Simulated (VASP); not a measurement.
The system is ScRu3.

```
Ru Sc
1.0
     3.93844    0.00000    0.00000
     0.00000    3.93844    0.00000
     0.00000    0.00000    3.93844
Ru Sc
3 1
Cartesian
  1.9692 1.9692 0.0000
  1.9692 0.0000 1.9692
  0.0000 1.9692 1.9692
  0.0000 0.0000 0.0000
```

* Program: VASP 6.6.1
* Task: relaxation of cell and atoms
* Functional: PBEsol
* Dispersion: D4
* Potentials or basis: VASP PAW PBE potentials, release 64 (Ru_pv, Sc_sv)
* Cutoff: 600 eV
* k mesh: 7 × 7 × 7
* Occupations: fermi-dirac, width 0.05 eV
* Spin: no spin polarisation

At the start: pressure -12.0 GPa; volume 15.27 Å³/atom.

**Question.** Where does the relaxation end?

**Answer.** Over 4 steps the energy falls by 33.8 meV/atom and the volume is 14.42 Å³/atom (-5.6 %); space group Pm-3m (No. 221, to 0.1 Å) before and after.

Step by step:
```csv
step,energy change (eV),largest force (eV/Å),pressure (GPa),volume (Å³)
1,0.0000,0.0000,-12.01,61.09
2,0.4533,0.0000,33.98,51.52
3,-0.1349,0.0000,-0.48,57.78
4,-0.1351,0.0000,-0.08,57.68
```

Final structure:
```
CELL_PARAMETERS angstrom
3.86371 0.00000 0.00000
0.00000 3.86371 0.00000
0.00000 0.00000 3.86371
ATOMIC_POSITIONS crystal
Ru 0.50000 0.50000 0.00000
Ru 0.50000 0.00000 0.50000
Ru 0.00000 0.50000 0.50000
Sc 0.00000 0.00000 0.00000
```

Caveat: the PAW data sets were made with another functional, which shifts forces and pressure a little.
